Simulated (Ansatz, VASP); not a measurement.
One calculation of Hf, two programs

```
Hf
1.0
     0.00000    3.20772    3.20772
     3.20772    0.00000    3.20772
     3.20772    3.20772    0.00000
Hf
2
Direct
  0.00000 0.00000 0.00000
  0.25000 0.25000 0.25000
```

Alike in both runs: task relaxation of cell and atoms; functional PBEsol; k mesh 16 × 16 × 16; occupations gaussian, width 0.1 eV; no spin polarisation.

```csv
,VASP,Ansatz
version,VASP 6.6.1,Ansatz 0.2.0
potentials or method,"VASP PAW PBE potentials, release 64 (Hf_pv), cutoff 600 eV","scalar-relativistic, plane waves, PAW"
valence electrons in the cell,20,52
```

|  | VASP | Ansatz | Ansatz less VASP |
| --- | --- | --- | --- |
| gap on the k mesh at the Fermi level, each at its own relaxed structure (eV) | none | none | - |
| relaxed volume (Å³/atom) | 32.08 | 32.33 | +0.251 |
| relaxed cell length with the largest relative difference (Å) | 4.494 | 4.505 | +0.0117 |

VASP's potentials were made for PBE, not for PBEsol. A gap of «none» marks a metal or a gap that the smearing closes. VASP's potentials hold 20 valence electrons a cell and Ansatz's 52, so a difference there can come from the potentials and not from the codes.

Spin-orbit coupling is off throughout.
